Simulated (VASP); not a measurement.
# Pt (Pm-3m) in VASP: a series of runs, part 2 of 2

VASP 6.6.1.

### Step 4. Single point, LDA (18.34 Å³/atom)

This run uses another cell than the first one, of 18.34 Å³/atom.

The input, INCAR:

```
ALGO = Normal
EDIFF = 1E-6
ENCUT = 520
ISIF = 2
ISMEAR = -1
LASPH = True
LCHARG = True
LELF = True
LREAL = False
LVHAR = True
LWAVE = False
NBANDS = 11
NELM = 80
PREC = Accurate
SIGMA = 0.1
```

The input, KPOINTS:

```
k-points
0
Gamma
  14 14 14
```

The input, POSCAR:

```
Pt
1.0
    2.6370311706      0.0000000000      0.0000000000
    0.0000000000      2.6370311706      0.0000000000
    0.0000000000      0.0000000000      2.6370311706
Pt
1
Direct
    0.0000000000      0.0000000000      0.0000000000
```

Potentials or basis: VASP PAW LDA potentials, release 64 (Pt).

On the command line:

```sh
cat potpaw_LDA.64/Pt/POTCAR > POTCAR
mpirun -np 1 vasp_std > vasp.out
```

OUTCAR:

```text
EDIFF = 1E-6
   ENCUT = 520
   ISIF = 2
   ISMEAR = -1
   LASPH = True
   LREAL = False
   NELM = 80
   PREC = Accurate

 ion  position               nearest neighbor table
   1  0.000  0.000  0.000-

  LATTYP: Found a simple cubic cell.
 ALAT       =     2.6370311706

  Lattice vectors:

 A1 = (   2.6370311706,   0.0000000000,   0.0000000000)
 A2 = (   0.0000000000,   2.6370311706,   0.0000000000)
 A3 = (   0.0000000000,   0.0000000000,   2.6370311706)

Analysis of symmetry for initial positions (statically):
=====================================================================
 Subroutine PRICEL returns:
 Original cell was already a primitive cell.

 Routine SETGRP: Setting up the symmetry group for a
 simple cubic supercell.

 Subroutine GETGRP returns: Found 48 space group operations
 (whereof 48 operations were pure point group operations)
 out of a pool of 48 trial point group operations.

The static configuration has the point symmetry O_h .

Analysis of symmetry for dynamics (positions and initial velocities):
=====================================================================
 Subroutine PRICEL returns:
 Original cell was already a primitive cell.

 Routine SETGRP: Setting up the symmetry group for a
 simple cubic supercell.

 Subroutine GETGRP returns: Found 48 space group operations
 (whereof 48 operations were pure point group operations)
 out of a pool of 48 trial point group operations.

The dynamic configuration has the point symmetry O_h .

 Subroutine INISYM returns: Found 48 space group operations
 (whereof 48 operations are pure point group operations),
 and found     1 'primitive' translations

----------------------------------------------------------------------------------------

                                     Primitive cell

  volume of cell :      18.3377

  direct lattice vectors                    reciprocal lattice vectors
     2.637031171  0.000000000  0.000000000     0.379214327  0.000000000  0.000000000
     0.000000000  2.637031171  0.000000000     0.000000000  0.379214327  0.000000000
     0.000000000  0.000000000  2.637031171     0.000000000  0.000000000  0.379214327

  length of vectors
     2.637031171  2.637031171  2.637031171     0.379214327  0.379214327  0.379214327

  position of ions in fractional coordinates (direct lattice)
     0.000000000  0.000000000  0.000000000

  ion indices of the primitive-cell ions
   primitive index   ion index
                 1           1

----------------------------------------------------------------------------------------

 KPOINTS: k-points

Automatic generation of k-mesh.
 Grid dimensions read from file:
 generate k-points for:   14   14   14

 Generating k-lattice:

  Cartesian coordinates                     Fractional coordinates (reciprocal lattice)
     0.027086738  0.000000000  0.000000000     0.071428571  0.000000000  0.000000000
     0.000000000  0.027086738  0.000000000     0.000000000  0.071428571  0.000000000
     0.000000000  0.000000000  0.027086738     0.000000000  0.000000000  0.071428571

  Length of vectors
     0.027086738  0.027086738  0.027086738

  Shift w.r.t. Gamma in fractional coordinates (k-lattice)
     0.000000000  0.000000000  0.000000000

 Subroutine IBZKPT returns following result:
 ===========================================

 Found    120 irreducible k-points:

 Following reciprocal coordinates:
            Coordinates               Weight
  0.000000  0.000000  0.000000      1.000000
  0.071429  0.000000  0.000000      6.000000
  0.142857  0.000000  0.000000      6.000000
  0.214286  0.000000  0.000000      6.000000
  0.285714  0.000000  0.000000      6.000000
  0.357143  0.000000  0.000000      6.000000
[... 16 lines left out ...]
  0.285714  0.214286  0.000000     24.000000
  0.357143  0.214286  0.000000     24.000000
 [... further k-points ...]
   k-points           NKPTS =    120   k-points in BZ     NKDIM =    120   number of bands    NBANDS=     11
   number of dos      NEDOS =    301   number of ions     NIONS =      1
   total plane-waves  NPLWV =   8000
   dimension x,y,z NGX =    20 NGY =   20 NGZ =   20
   dimension x,y,z NGXF=    40 NGYF=   40 NGZF=   40
   ions per type =               1
   NGX,Y,Z   is equivalent  to a cutoff of  12.61, 12.61, 12.61 a.u.
   NGXF,Y,Z  is equivalent  to a cutoff of  25.22, 25.22, 25.22 a.u.
 SYSTEM =  unknown system
   PREC   = accura    normal or accurate (medium, high low for compatibility)
   ISTART =      0    job   : 0-new  1-cont  2-samecut
   ICHARG =      2    charge: 1-file 2-atom 10-const
   ISPIN  =      1    spin polarized calculation?
   LNONCOLLINEAR =      F non collinear calculations
   LSORBIT =      F    spin-orbit coupling
   LASPH  =      T    aspherical Exc in radial PAW
   ENCUT  =  520.0 eV  38.22 Ry    6.18 a.u.   4.90  4.90  4.90*2*pi/ulx,y,z
   NELM   =     80;   NELMIN=  2; NELMDL= -5     # of ELM steps
   EDIFF  = 0.1E-05   stopping-criterion for ELM
   LREAL  =      F    real-space projection
   EDIFFG = 0.1E-04   stopping-criterion for IOM
   NSW    =      0    number of steps for IOM
   IBRION =     -1    ionic relax: 0-MD 1-quasi-New 2-CG
   NFREE  =      0    steps in history (QN), initial steepest desc. (CG)
   ISIF   =      2    stress and relaxation
   ISYM   =      2    0-nonsym 1-usesym 2-fastsym
   POTIM  = 0.5000    time-step for ionic-motion
   TEBEG  =    0.0;   TEEND  =   0.0 temperature during run
   PSTRESS=    0.0 pullay stress
   NELECT =      10.0000    total number of electrons
   NUPDOWN=      -1.0000    fix difference up-down
   EMIN   =  10.00;   EMAX   =-10.00  energy-range for DOS
   EFERMI =   0.00;   METHOD = LEGACY
   ISMEAR =    -1;   SIGMA  =   0.10  broadening in eV -4-tet -1-fermi 0-gaus
   EFERMI_NEDOS =   21; number of points for ismear=-14 and -15
   IALGO  =     38    algorithm
   IMIX   =      4    mixing-type and parameters
     AMIX     =   0.40;   BMIX     =  1.00
     AMIX_MAG =   1.60;   BMIX_MAG =  1.00
  volume/ion in A,a.u.               =      18.34       123.75
  Fermi-wavevector in a.u.,A,eV,Ry     =   1.337497  2.527503 24.339447  1.788899
  Thomas-Fermi vector in A             =   2.466041
   LORBIT       =      0    0 simple, 1 ext, 2 COOP (PROOUT), +10 PAW based schemes
   GGA     = CA    functional components
   LHFCALC =     F    Hartree Fock is set to
   AEXX    =    0.0000 exact exchange contribution
   IVDW    =     0    specifies the selected vdW correction
   LEPSILON=     F    determine dielectric tensor
   LRPA    =     F    only Hartree local field effects (RPA)
 non-spin polarized calculation
  energy-cutoff  :      520.00
  volume of cell :       18.34
 maximum number of plane-waves:       510
 NGX is ok and might be reduce to    20
   NGX =  9   NGY =  9   NGZ =  9

 number of electron      10.0000001 magnetization

 Free energy of the ion-electron system (eV)
  ---------------------------------------------------
  ext. energy  EPLUGINS =         0.00000000
  ---------------------------------------------------
  free energy    TOTEN  =        -6.91266557 eV

  energy without entropy =       -6.86192094  energy(sigma->0) =       -6.88729326

 E-fermi :   7.7761     XC(G=0): -12.4377

 val. band max:        7.7724942650   @ k =   0.2857   0.1429   0.0000
 cond. band min:       7.7921912231   @ k =   0.0714   0.0714   0.0714
 fundamental gap:      0.0196969582
 Fermi energy:         7.7760520460

 k-point     1 :       0.0000    0.0000    0.0000
  band No.  band energies     occupation
      1      -0.4957      2.00000
      2       2.2354      2.00000
      3       2.2354      2.00000
      4       8.0759      0.09498
      5       8.0759      0.09498
      6       8.0759      0.09498
      7      22.8029      0.00000
      8      22.8029      0.00000
      9      22.8029      0.00000
     10      28.4894      0.00000
     11      31.1815      0.00000
[... 309 lines left out ...]
 k-point    24 :       0.3571    0.2143    0.0000
  band No.  band energies     occupation
      1       2.3902      2.00000
      2       3.6552      2.00000
      3       4.6552      2.00000
      4       6.4582      2.00000
      5       7.1724      1.99523
      6       7.4081      1.95077
      7      15.1950      0.00000
      8      21.4051      0.00000
      9      25.8222      0.00000
     10      28.9292      0.00000
     11      29.4758      0.00000

 [... further k-points ...]

------------------------ aborting loop because EDIFF is reached ----------------------------------------

  FORCE on cell =-STRESS in cart. coord.  units (eV):
  Direction    XX          YY          ZZ          XY          YZ          ZX
  --------------------------------------------------------------------------------------
  -------------------------------------------------------------------------------------
  Total       -1.6206393     -1.6206393     -1.6206393     -0.0000000     -0.0000000      0.0000000
  in kB     -141.5960524   -141.5960524   -141.5960524     -0.0000000     -0.0000000      0.0000000
  external PRESSURE =    -141.5960524 kB  Pullay stress =       0.0000000 kB

 VOLUME and BASIS-vectors are now :
 -----------------------------------------------------------------------------
  energy-cutoff  :      520.00
  volume of cell :       18.34
      direct lattice vectors                 reciprocal lattice vectors
     2.637031171  0.000000000  0.000000000     0.379214327  0.000000000  0.000000000
     0.000000000  2.637031171  0.000000000     0.000000000  0.379214327  0.000000000
     0.000000000  0.000000000  2.637031171     0.000000000  0.000000000  0.379214327

 POSITION                                       TOTAL-FORCE (eV/Angst)
 -----------------------------------------------------------------------------------
      0.00000      0.00000      0.00000         0.000000      0.000000      0.000000
 -----------------------------------------------------------------------------------
    total drift:                                0.000000      0.000000      0.000000

  FREE ENERGIE OF THE ION-ELECTRON SYSTEM (eV)
  ---------------------------------------------------
  free  energy   TOTEN  =        -6.9126655721 eV

  energy  without entropy=       -6.8619209410  energy(sigma->0) =       -6.88729326
```

stdout:

```text
POSCAR found type information on POSCAR Pt
 POSCAR found :  1 types and       1 ions
 scaLAPACK will be used
 LDA part: xc-table for (Slater(with rela. corr.)+CA(PZ))
 , standard interpolation
 POSCAR, INCAR and KPOINTS ok, starting setup
 FFT: planning ... GRIDC
 FFT: planning ... GRID_SOFT
 FFT: planning ... GRID
 WAVECAR not read
 entering main loop
```

Wall time 16 s (1 thread of Intel Xeon 8259CL, shared host); peak memory 0.13 GiB.

What came out:

* Free energy: -6.9127 eV
* Pressure: -14.2 GPa
* Band gap on the k mesh: zero (bands 5 and 6 overlap by 3.03 eV)

Caveat: the cell stands under tension; spin-orbit coupling is left out, which moves the levels of the heavy elements.

### Step 5. Single point, LDA (19.02 Å³/atom)

This run uses another cell than the first one, of 19.02 Å³/atom.

The input, INCAR:

```
PREC     = Accurate       # precision mode
ENCUT    = 520            # plane-wave cutoff, eV
EDIFF    = 1E-6           # SCF threshold, eV
ISMEAR   = -1             # smearing method
SIGMA    = 0.1            # smearing width, eV
LREAL    = F              # projectors in reciprocal space
LASPH    = T              # aspherical terms in the spheres
NELM     = 60             # most SCF steps
ALGO     = Normal         # electronic algorithm
ISIF     = 2              # what is computed and relaxed
LWAVE    = F              # write WAVECAR
LCHARG   = T              # write CHGCAR
LELF     = T              # ELF
LVHAR    = T            
NBANDS   = 11             # bands
```

The input, KPOINTS:

```
regular mesh
0
Gamma
  14 14 14
```

The input, POSCAR:

```
Pt
1.0
    2.6691932571      0.0000000000      0.0000000000
    0.0000000000      2.6691932571      0.0000000000
    0.0000000000      0.0000000000      2.6691932571
Pt
1
Direct
    0.0000000000      0.0000000000      0.0000000000
```

On the command line:

```sh
cat potpaw_LDA.64/Pt/POTCAR > POTCAR
mpirun -np 1 vasp_std > vasp.out
```

It took 24 s on 1 thread of Intel Xeon 8259CL, shared host; peak memory 0.14 GiB.

It converged, with:

- Free energy: -6.8422 eV
- Pressure: -19.1 GPa
- Band gap on the k mesh: zero (bands 5 and 6 overlap by 2.84 eV)

Levels at points of the mesh, in eV from the Fermi level:
```
           k point  band 2  band 3  band 4  band 5  band 6  band 7  band 8  band 9
(0.00, 0.00, 0.00)   -5.25   -5.25    0.27    0.27    0.27   14.82   14.82   14.82
(0.50, 0.00, 0.00)   -4.73   -1.69   -1.69   -0.28    0.46    4.08   16.45   19.16
(0.50, 0.50, 0.00)   -4.33   -1.33   -1.33    1.70    4.43    4.43    8.81   13.06
(0.50, 0.50, 0.50)   -4.40   -4.40    1.83    1.83    9.60    9.60    9.60   10.13
```

Caveat: the cell stands under tension; spin-orbit coupling is left out, which moves the levels of the heavy elements.

### Step 6. Summary

```tsv
cell	gap on the mesh (eV)	pressure (GPa)
a = 2.570 Å, 1 atom	none	0.5
a = 2.604 Å, 1 atom	none	-7.8
a = 2.637 Å, 1 atom	none	-14.2
a = 2.669 Å, 1 atom	none	-19.1
```

Alike in all rows: task single point; level LDA; potentials or basis VASP PAW LDA potentials, release 64 (Pt); no spin polarisation; k mesh 14 × 14 × 14; cutoff (eV) 520; smearing fermi-dirac 0.1 eV.

Caveats: spin-orbit coupling is left out, which moves the levels of the heavy elements; the cell stands under tension (at least some runs).

Absolute energies hang on the potentials; compare differences alone.
